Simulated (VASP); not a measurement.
The system is Si.

```
CELL_PARAMETERS angstrom
0.00000 2.75767 2.75767
2.75767 0.00000 2.75767
2.75767 2.75767 0.00000
ATOMIC_POSITIONS crystal
Si 0.50000 0.50000 0.50000
Si 0.75000 0.75000 0.75000
```

Program: VASP 6.6.1. Alike in all runs: task single point; potentials or basis VASP PAW PBE potentials, release 64 (Si); cell as given; cutoff (eV) 520; smearing fermi-dirac 0.05 eV.

Task: Order these runs on this cell by their band gap on the k mesh, lowest first.
A. level r2SCAN50; spin off; k mesh 4 × 4 × 4; grid for exact exchange (PRECFOCK) Normal
B. level PBE0; spin off; k mesh 6 × 6 × 6; grid for exact exchange (PRECFOCK) Normal
C. level BLYP; spin collinear, ferromagnetic start; k mesh 8 × 8 × 8
D. level HSE06; spin off; k mesh 6 × 6 × 6; grid for exact exchange (PRECFOCK) Normal; screening parameter 0.2079 1/Å
E. level PBE+D4; spin off; k mesh 8 × 8 × 8

Result: E (0.69 eV), C (0.90 eV), D (1.37 eV), B (2.04 eV), A (3.51 eV).

Caveats: some runs use coarse meshes.

A k mesh can miss the band edges.
